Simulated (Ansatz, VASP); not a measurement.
# Mo: VASP beside Ansatz

```
Mo
1.0
     2.13054    0.00000    0.00000
     0.00000    2.13054    0.00000
     0.00000    0.00000    2.13054
Mo
1
Direct
  0.00000 0.00000 0.00000
```

Change from the starting cell: volume scaled by 0.58, LAPW.

Alike in both runs: task single point; functional LDA; k mesh 17 × 17 × 17; occupations fermi-dirac, width 0.05 eV; no spin polarisation.

|  | VASP | Ansatz |
| --- | --- | --- |
| version | VASP 6.6.1 | Ansatz 0.2.0 |
| potentials or method | VASP PAW LDA potentials, release 64 (Mo_sv), cutoff 520 eV | all-electron LAPW, scalar-relativistic |

```tsv
	VASP	Ansatz	Ansatz less VASP
pressure (GPa)	370.0	360.6	-9.38
```

LDA's correlation is that of Perdew and Zunger in VASP and of Perdew and Wang (1992) in Ansatz. Both programs put the cell under a high pressure, so it lies far from rest at this level. Ansatz ran all-electron here, and VASP with PAW potentials.

Noted on VASP's run: the cell as given lies far from equilibrium.
